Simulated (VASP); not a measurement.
# CuO (Cc) in VASP: notebook, part 2 of 2

VASP 6.6.1.

## (3) Single point, LDA+U, collinear spin

Contents of INCAR:

```
PREC = Accurate
ENCUT = 520
EDIFF = 1E-6
ISMEAR = 0
SIGMA = 0.05
LREAL = F
LASPH = T
NELM = 150
ALGO = Normal
ISIF = 2
LWAVE = F
LCHARG = T
ISPIN = 2
MAGMOM = 1 1 0 0
LORBIT = 11
LMAXMIX = 4
LDAU = T
LDAUTYPE = 2
LDAUL = 2 -1
LDAUU = 5 0
LDAUJ = 0 0
LDAUPRINT = 1
GGA = CA
LELF = T
LVHAR = T
NBANDS = 29
```

Contents of KPOINTS:

```
regular mesh
0
Gamma
  7 7 4
```

Contents of POSCAR:

```
CuO
1.0
    2.3446497600     -1.7133998200      0.0000000000
    2.3446497600      1.7133998200      0.0000000000
   -0.8605499100      0.0000000000      5.0594394800
Cu O
2 2
Direct
    0.0032000000      0.4968000000      0.0000000000
    0.4968000000      0.0032000000      0.5000000000
    0.5714000000      0.4056000000      0.2537000000
    0.4056000000      0.5714000000      0.7537000000
```

Potentials or basis: VASP PAW LDA potentials, release 64 (Cu, O).

The run is started by

```
> cat potpaw_LDA.64/Cu/POTCAR potpaw_LDA.64/O/POTCAR > POTCAR
> mpirun -np 1 vasp_std > vasp.out
```

Wall time 2.5 min (1 thread of AMD EPYC 7R13 (Zen 3), shared host); peak memory 0.19 GiB.

It converged, with:

- Free energy: -20.0014 eV
- Pressure: -11.3 GPa
- Largest force: 0.732 eV/Å
- Band gap on the k mesh: zero (filled and empty bands overlap)
- Net moment: 1.98 μB per cell
- Site moments: Cu +0.64; O +0.30 μB
- Valence electrons inside the program's atomic spheres: Cu 9.95; O 4.95

Forces in eV/Å, atoms in the order of the input:
```
Cu  -0.613  0.236  0.255
Cu  -0.613 -0.236  0.255
O    0.613  0.310 -0.255
O    0.613 -0.310 -0.255
```

Stress tensor (GPa, compression positive):
```
-12.67   0.00   1.46
  0.00  -8.26   0.00
  1.46   0.00 -13.07
```

Levels at points of the mesh, in eV from the Fermi level:
Spin up:
| k point | band 14 | band 15 | band 16 | band 17 | band 18 | band 19 | band 20 | band 21 | band 22 | band 23 |
| --- | --- | --- | --- | --- | --- | --- | --- | --- | --- | --- |
| (0.00, 0.00, 0.00) | -2.62 | -2.61 | -2.22 | -0.59 | -0.06 | 1.70 | 6.34 | 8.16 | 13.54 | 15.33 |
| (0.00, 0.00, 0.50) | -3.53 | -1.97 | -1.97 | -0.69 | -0.69 | 4.00 | 4.00 | 11.72 | 11.72 | 14.33 |
Spin down:
```csv
k point,band 12,band 13,band 14,band 15,band 16,band 17,band 18,band 19,band 20,band 21
"(0.00, 0.00, 0.00)",-3.06,-2.86,-2.13,-2.08,-1.63,1.24,1.98,2.05,6.48,8.52
"(0.00, 0.00, 0.50)",-3.82,-3.06,-3.06,-1.43,-1.43,1.45,1.45,4.31,4.31,11.91
```

Eigenvalues of the final occupation matrices:
```tsv
site	spin	trace	eigenvalues
site 1 d	1	4.92	0.96 0.97 0.97 0.98 1.03
site 1 d	2	4.28	0.42 0.95 0.97 0.97 0.98
site 2 d	1	4.92	0.96 0.97 0.97 0.98 1.03
site 2 d	2	4.28	0.42 0.95 0.97 0.97 0.98
```

Caveat: the cell stands under tension.

## (4) Single point, LDA+U, collinear spin, ferromagnetic start

Contents of INCAR:

```
SYSTEM = CuO
ALGO = Normal
EDIFF = 1E-6
ENCUT = 520
ISIF = 2
ISMEAR = 0
ISPIN = 2
LASPH = .True.
LCHARG = .False.
LDAU = .True.
LDAUJ = 0 0
LDAUL = 2 -1
LDAUPRINT = 1
LDAUTYPE = 2
LDAUU = 5 0
LMAXMIX = 4
LORBIT = 11
LREAL = .False.
LWAVE = .False.
MAGMOM = 0.51 0.51 0.29 0.29
NBANDS = 29
NELM = 150
PREC = Accurate
SIGMA = 0.05
```

Contents of KPOINTS:

```
k-points
0
Gamma
  7 7 4
  0 0 0
```

POSCAR is that of step 3.

The run is started by

```
> cat potpaw_LDA.64/Cu/POTCAR potpaw_LDA.64/O/POTCAR > POTCAR
> mpirun -np 1 vasp_std > vasp.out
```

Run time: 2.6 min. Hardware: 1 thread of AMD EPYC 7R13 (Zen 3), shared host; peak memory 0.19 GiB.

Results (log left out):

* Free energy: -20.0014 eV
* Pressure: -11.3 GPa
* Largest force: 0.732 eV/Å
* Band gap on the k mesh: zero (filled and empty bands overlap)
* Net moment: 1.98 μB per cell
* Site moments: Cu +0.64; O +0.30 μB
* Valence electrons inside the program's atomic spheres: Cu 9.95; O 4.95

Forces on the atoms (eV/Å):
```
Cu  -0.613  0.236  0.255
Cu  -0.613 -0.236  0.255
O    0.613  0.309 -0.255
O    0.613 -0.309 -0.255
```

Stress tensor (GPa, compression positive):
```
-12.60   0.00   1.46
  0.00  -8.20   0.00
  1.46   0.00 -13.01
```

Levels at points of the mesh, in eV from the Fermi level:
Spin up:
```
           k point  band 14  band 15  band 16  band 17  band 18  band 19  band 20  band 21  band 22  band 23
(0.00, 0.00, 0.00)    -2.62    -2.61    -2.22    -0.59    -0.06     1.70     6.34     8.16    13.54    15.33
(0.00, 0.00, 0.50)    -3.53    -1.97    -1.97    -0.69    -0.69     4.00     4.00    11.72    11.72    14.33
```
Spin down:
| k point | band 14 | band 15 | band 16 | band 17 | band 18 | band 19 |
| --- | --- | --- | --- | --- | --- | --- |
| (0.00, 0.00, 0.00) | -2.13 | -2.08 | -1.63 | 1.24 | 1.98 | 2.05 |
| (0.00, 0.00, 0.50) | -3.06 | -1.43 | -1.43 | 1.45 | 1.45 | 4.31 |

Eigenvalues of the final occupation matrices:
| site | spin | trace | eigenvalues |
| --- | --- | --- | --- |
| site 1 d | 1 | 4.92 | 0.96 0.97 0.97 0.98 1.03 |
| site 1 d | 2 | 4.28 | 0.42 0.95 0.97 0.97 0.98 |
| site 2 d | 1 | 4.92 | 0.96 0.97 0.97 0.98 1.03 |
| site 2 d | 2 | 4.28 | 0.42 0.95 0.97 0.97 0.98 |

Caveat: the cell stands under tension.

## (5) Single point, LDA+U, collinear spin, ferromagnetic start

Contents of INCAR:

```
SYSTEM = CuO
PREC     = Accurate       ! precision mode
ENCUT    = 520            ! plane-wave cutoff, eV
EDIFF    = 1E-6           ! SCF threshold, eV
ISMEAR   = 0              ! smearing method
SIGMA    = 0.05           ! smearing width, eV
LREAL    = .FALSE.        ! projectors in reciprocal space
LASPH    = .TRUE.         ! aspherical terms in the spheres
NELM     = 150            ! most SCF steps
ALGO     = Normal         ! electronic algorithm
ISIF     = 2              ! what is computed and relaxed
LWAVE    = .FALSE.        ! write WAVECAR
LCHARG   = .TRUE.         ! write CHGCAR
ISPIN    = 2              ! spin polarisation
MAGMOM   = 0.66 0.66 0.39 0.39 ! initial moments
LORBIT   = 11             ! projections on sites
NUPDOWN  = 2.0            ! fixed moment
LMAXMIX  = 4              ! l up to which the mixer works
LDAU     = .TRUE.         ! DFT+U
LDAUTYPE = 2            
LDAUL    = 2 -1           ! shell
LDAUU    = 5 0            ! U, eV
LDAUJ    = 0 0          
LDAUPRINT= 1            
GGA      = CA             ! functional
LELF     = .TRUE.         ! ELF
LVHAR    = .TRUE.       
NBANDS   = 29             ! bands
```

Contents of KPOINTS:

```
Automatic mesh
0
G
  7 7 4
  0 0 0
```

POSCAR is that of step 4.

The run is started by

```
> cat potpaw_LDA.64/Cu/POTCAR potpaw_LDA.64/O/POTCAR > POTCAR
> mpirun -np 1 vasp_std > vasp.out
```

Wall time 2.3 min (1 thread of AMD EPYC 7R13 (Zen 3), shared host); peak memory 0.19 GiB.

The run converged. Its results:

```
Free energy                                           : -20.0002 eV
Pressure                                              : -11.3 GPa
Largest force                                         : 0.732 eV/Å
Net moment                                            : 2.00 μB per cell
Site moments                                          : Cu +0.65; O +0.31 μB
Valence electrons inside the program's atomic spheres : Cu 9.95; O 4.95
```

Forces on the atoms (eV/Å):
```
Cu  -0.615  0.237  0.255
Cu  -0.615 -0.237  0.255
O    0.615  0.303 -0.255
O    0.615 -0.303 -0.255
```

Stress tensor (GPa, compression positive):
```
-12.61   0.00   1.39
  0.00  -8.24   0.00
  1.39   0.00 -12.96
```

Eigenvalues of the final occupation matrices:
| site | spin | trace | eigenvalues |
| --- | --- | --- | --- |
| site 1 d | 1 | 4.92 | 0.96 0.97 0.97 0.98 1.03 |
| site 1 d | 2 | 4.28 | 0.41 0.95 0.97 0.97 0.98 |
| site 2 d | 1 | 4.92 | 0.96 0.97 0.97 0.98 1.03 |
| site 2 d | 2 | 4.28 | 0.41 0.95 0.97 0.97 0.98 |

Caveat: the cell stands under tension; the total moment is fixed, so each spin has its own Fermi level. The state reached can hang on the start; a lower one may exist.

## (6) Single point, LDA+U, collinear spin, ferromagnetic start

Contents of INCAR:

```
SYSTEM = CuO
PREC     = Accurate       ! precision mode
ENCUT    = 520            ! plane-wave cutoff, eV
EDIFF    = 1E-6           ! SCF threshold, eV
ISMEAR   = 0              ! smearing method
SIGMA    = 0.05           ! smearing width, eV
LREAL    = .False.        ! projectors in reciprocal space
LASPH    = .True.         ! aspherical terms in the spheres
NELM     = 150            ! most SCF steps
ALGO     = Normal         ! electronic algorithm
ISIF     = 2              ! what is computed and relaxed
LWAVE    = .False.        ! write WAVECAR
LCHARG   = .False.        ! write CHGCAR
ISPIN    = 2              ! spin polarisation
MAGMOM   = 0.51 0.51 0.28 0.28 ! initial moments
LORBIT   = 11             ! projections on sites
NUPDOWN  = 1.5            ! fixed moment
LMAXMIX  = 4              ! l up to which the mixer works
LDAU     = .True.         ! DFT+U
LDAUTYPE = 2            
LDAUL    = 2 -1           ! shell
LDAUU    = 5 0            ! U, eV
LDAUJ    = 0 0          
LDAUPRINT= 1            
GGA      = CA             ! functional
NBANDS   = 29             ! bands
```

Contents of KPOINTS:

```
regular mesh
0
Gamma
  7 7 4
  0 0 0
```

POSCAR is that of step 5.

Potentials or basis: VASP PAW LDA potentials, release 64 (Cu, O).

The run is started by

```
> cat potpaw_LDA.64/Cu/POTCAR potpaw_LDA.64/O/POTCAR > POTCAR
> mpirun -np 1 vasp_std > vasp.out
```

Run time: 2.1 min. Hardware: 1 thread of AMD EPYC 7R13 (Zen 3), shared host; peak memory 0.19 GiB.

The run converged. Its results:

```
Free energy                                           : -19.9424 eV
Pressure                                              : -11.7 GPa
Largest force                                         : 0.735 eV/Å
Net moment                                            : 1.50 μB per cell
Site moments                                          : Cu +0.50; O +0.22 μB
Valence electrons inside the program's atomic spheres : Cu 9.98; O 4.93
```

Forces in eV/Å, atoms in the order of the input:
```
Cu  -0.593  0.240  0.237
Cu  -0.593 -0.240  0.237
O    0.593  0.364 -0.237
O    0.593 -0.364 -0.237
```

Stress tensor (GPa, compression positive):
```
-12.87   0.00   1.24
  0.00  -8.57   0.00
  1.24   0.00 -13.77
```

Eigenvalues of the final occupation matrices:
```csv
site,spin,trace,eigenvalues
site 1 d,1,4.87,0.96 0.97 0.97 0.98 0.99
site 1 d,2,4.37,0.52 0.95 0.97 0.97 0.97
site 2 d,1,4.87,0.96 0.97 0.97 0.98 0.99
site 2 d,2,4.37,0.52 0.95 0.97 0.97 0.97
```

Caveat: the cell stands under tension; the total moment is fixed, so each spin has its own Fermi level. The state reached can hang on the start; a lower one may exist.

## (7) Summary

| potentials or basis | spin | fixed moment (μB) | cutoff (eV) | gap on the mesh (eV) | pressure (GPa) | moment (μB) | largest force (eV/Å) |
| --- | --- | --- | --- | --- | --- | --- | --- |
| VASP PAW LDA potentials, release 64 (Cu_sv_GW, O) | collinear, zero start | 0.0 | 700 | - | -12.3 | 0.00 | 0.74 |
| VASP PAW LDA potentials, release 64 (Cu, O) | collinear | - | 520 | none | -11.3 | 1.98 | 0.73 |
| VASP PAW LDA potentials, release 64 (Cu, O) | collinear, ferromagnetic start | - | 520 | none | -11.3 | 1.98 | 0.73 |
| VASP PAW LDA potentials, release 64 (Cu, O) | collinear, ferromagnetic start | 2.0 | 520 | - | -11.3 | 2.00 | 0.73 |
| VASP PAW LDA potentials, release 64 (Cu, O) | collinear, ferromagnetic start | 1.5 | 520 | - | -11.7 | 1.50 | 0.73 |

Alike in all rows: task single point; level LDA+U; Cu d U = 5.0 eV; cell as given; k mesh 7 × 7 × 4; smearing gaussian 0.05 eV.

Caveats: the cell stands under tension; the total moment is fixed, so each spin has its own Fermi level (at least some runs).

Absolute energies hang on the potentials; compare differences alone.
